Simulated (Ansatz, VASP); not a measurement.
**Two plane-wave programs on BaTe**

File POSCAR:

```
BaTe
1.0
    3.5665274766      3.5665274766      0.0000000000
   -3.5665274766      3.5665274766      0.0000000000
    0.0000000000      3.5665274766      3.5201284886
Ba Te
1 1
Direct
    0.0000000000      0.0000000000      0.0000000000
    0.5000000000      0.5000000000      0.0000000000
```

Contents of INCAR.step1:

```
SYSTEM = BaTe
PREC = Accurate
ENCUT = 520
ISMEAR = 0
SIGMA = 0.01
LREAL = .False.
LASPH = .True.
NELM = 80
NBANDS = 15
GGA = PE
ALGO = Normal
EDIFF = 1E-4
LWAVE = .True.
LCHARG = .False.
```

File INCAR.step2:

```
SYSTEM = BaTe
PREC = Accurate
ENCUT = 520
EDIFF = 1E-6
ISMEAR = 0
SIGMA = 0.01
LREAL = .False.
LASPH = .True.
NELM = 80
ALGO = Normal
ISIF = 2
LWAVE = .False.
LCHARG = .True.
METAGGA = R2SCAN
LMIXTAU = .True.
LELF = .True.
LVHAR = .True.
NBANDS = 15
ISTART = 1
```

The input KPOINTS:

```
regular mesh
0
Gamma
  6 6 6
  0 0 0
```

Input for Ansatz:

```yaml
crystal:
  lattice:
    - [3.56652747656, 3.56652747656, 0.0]
    - [-3.56652747656, 3.56652747656, 0.0]
    - [0.0, 3.56652747656, 3.52012848865]
  atoms:
    - { symbol: Ba, position: [0.0, 0.0, 0.0] }
    - { symbol: Te, position: [0.5, 0.5, 0.0] }
kpoints:
  mp_grid: { grid: [6, 6, 6] }
scf:
  occupations: { method: fixed }
  convergence: { dr2_threshold: 1.0e-10 }
hamiltonian:
  xc: r2scan
  pseudopotentials: { kind: paw }
output:
  forces: true
  stress: true
  eigenstates:
    kpoints:
      - [0.0, 0.0, 0.0]
      - [-0.5, 0.5, 0.0]
      - [-0.5, -0.5, -0.5]
      - [0.0, 0.0, -0.5]
      - [0.0, -0.5, -0.5]
      - [0.0, 0.5, 0.0]
      - [-0.5, 0.0, 0.0]
      - [-0.5, 0.0, -0.5]
  eigenvalues: true
```

Change from the starting cell: film at in-plane strain +0.01.

Alike in both runs: task single point; functional r2SCAN; k mesh 6 × 6 × 6; no spin polarisation.

|  | VASP | Ansatz |
| --- | --- | --- |
| version | VASP 6.6.1 | Ansatz 0.2.0 |
| potentials or method | VASP PAW PBE potentials, release 64 (Ba_sv, Te) | PAW with Ansatz's default frozen-core files, scalar-relativistic |
| plane-wave cutoff (eV) | 520 | 500 |
| occupations | gaussian, width 0.01 eV | fixed |
| valence electrons in the cell | 16 | 26 |

VASP gave:

| Property | Result |
| --- | --- |
| gap on the k mesh at the Fermi level (eV) | 1.94 |
| pressure (GPa) | -0.2 |
| traceless stress, the component that is largest in VASP (GPa) | 0.55 |

Which values does Ansatz return?

gap on the k mesh at the Fermi level (eV): 2.01; pressure (GPa): -0.5; traceless stress, the component that is largest in VASP (GPa): 0.52.

VASP's potentials were made for PBE, not for r2SCAN. VASP's potentials hold 16 valence electrons a cell and Ansatz's 26, so a difference there can come from the potentials and not from the codes.

Spin-orbit coupling is off throughout.
